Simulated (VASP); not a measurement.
Wanted: the native input for a VASP 6.6.1 run.

* Task: single point
* Functional: PBE
* Potentials or basis: VASP PAW PBE potentials, release 64 (Li_sv, Sb, P)
* Cutoff: 520 eV
* k mesh: 6 × 6 × 2
* Occupations: gaussian, width 0.1 eV
* Spin: no spin polarisation
* Dipole correction: no
* Further INCAR settings: ALGO = Normal; EDIFF = 1e-06; NBANDS = 20

The structure of LiSb2P2 lies in POSCAR:

```
LiSb2P2
1.0
    4.4221340300      0.0000000000      0.0000000000
   -2.2110670100      3.8296804100      0.0000000000
    0.0000000000      0.0000000000      7.5998743200
Li Sb P
1 2 2
Direct
    0.0000000000      0.0000000000      0.0000000000
    0.3333333300      0.6666666700      0.2621699900
    0.6666666700      0.3333333300      0.7378300100
    0.3333333300      0.6666666700      0.6293000000
    0.6666666700      0.3333333300      0.3707000000
```

The cell was generated, and may not be a known phase.

These files were run (other wordings do the same):

INCAR

```
SYSTEM = LiSb2P2
PREC = Accurate ; ENCUT = 520
EDIFF = 1E-6 ; ISMEAR = 0
SIGMA = 0.1 ; LREAL = .False.
LASPH = .True. ; NELM = 100
ALGO = Normal ; ISIF = 2
LWAVE = .False. ; LCHARG = .False.
GGA = PE ; NBANDS = 20
```

KPOINTS

```
Automatic mesh
0
Gamma
  6 6 2
  0 0 0
```

Potentials or basis: VASP PAW PBE potentials, release 64 (Li_sv, Sb, P).

Launch:

```console
$ cat potpaw_PBE.64/Li_sv/POTCAR potpaw_PBE.64/Sb/POTCAR potpaw_PBE.64/P/POTCAR > POTCAR
$ mpirun -np 1 vasp_std > vasp.out
```

It gave:

```
Largest force          : 0.489 eV/Å
Band gap on the k mesh : zero (an odd number of electrons rules out a gap without spin polarisation)
```

Caveat: the k points lie up to 0.41 Å⁻¹ apart, too coarse for converged energies and pressures of a metal; spin-orbit coupling is left out, which moves the levels of the heavy elements; an odd number of electrons without spin polarisation forces a metal; a magnetic or distorted state may lie lower.

Wall time 19 s on 1 thread of Intel(R) Xeon(R) 6975P-C (Granite Rapids), with other jobs on the host, peak memory 0.26 GiB.
